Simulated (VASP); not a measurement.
Os, 1 atom in the cell. It takes space group Im-3m (No. 229, cubic). The conventional cell has a = 3.019 Å, b = 3.019 Å, c = 3.019 Å, α = 90.00°, β = 90.00°, γ = 90.00°. Within 3.4 Å of Os (site symmetry m-3m) lie 14 Os at 2.61 to 3.02 Å. This isn't the form of Os at room conditions, which is hcp.

```yaml
Program: VASP 6.6.1
Task: single point
Functional: RPBE
Potentials_or_basis: VASP PAW PBE potentials, release 64 (Os)
Cutoff: 520 eV
k_mesh: 16 × 16 × 16
Occupations: fermi-dirac, width 0.1 eV
Spin: no spin polarisation
Dipole_correction: no
Further_INCAR_settings: ALGO = Normal; EDIFF = 1e-07; NBANDS = 10
```

Potentials or basis: VASP PAW PBE potentials, release 64 (Os).

Command:

```bash
$ cat potpaw_PBE.64/Os/POTCAR > POTCAR
$ mpirun -np 1 vasp_std > vasp.out
```

Hardware: 1 thread of Intel Xeon 8259CL, on a shared host.

Q: Estimate the wall time of this run.

A: Wall time 23 s on 1 thread of Intel Xeon 8259CL, with other jobs on the host, peak memory 0.14 GiB. Counts: scf iterations 11, k points 145.
